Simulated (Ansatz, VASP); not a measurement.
# Two plane-wave programs on CdHg2O3

```
Cd Hg O
1.0
     3.08809   -1.79365    0.00000
     3.08809    1.79365    0.00000
    -1.94444    0.00000    9.13096
Cd Hg O
1 2 3
Direct
  0.18125 0.81875 0.00000
  0.78280 0.92345 0.32282
  0.07655 0.21720 0.67718
  0.44893 0.11693 0.87130
  0.88307 0.55107 0.12870
  0.62740 0.37260 0.50000
```

Alike in both runs: task single point; functional PBE; k mesh 6 × 6 × 2; occupations gaussian, width 0.1 eV; no spin polarisation.

```csv
,VASP,Ansatz
version,VASP 6.6.1,Ansatz 0.2.0
potentials or method,"VASP PAW PBE potentials, release 64 (Cd_sv_GW, Hg_sv_GW, O), cutoff 600 eV","scalar-relativistic, plane waves, PAW"
valence electrons in the cell,78,78
```

|  | VASP | Ansatz | Ansatz less VASP |
| --- | --- | --- | --- |
| gap on the k mesh at the Fermi level (eV) | 0.86 | 0.87 | +0.010 |
| least direct gap on the mesh (eV) | 1.03 | 1.04 | +0.010 |
| pressure (GPa) | -0.1 | 0.0 | +0.13 |
| traceless stress, the component that is largest in VASP (GPa) | 0.23 | 0.00 | -0.227 |
| rms of the force components (eV/Å) | 0.018 | 0.002 | -0.0169 |

Atom by atom the forces differ by 0.020 eV/Å (rms over components). With one functional, cell and mesh, what is left measures potentials, basis and numerics.

Neither program's run includes spin-orbit coupling.
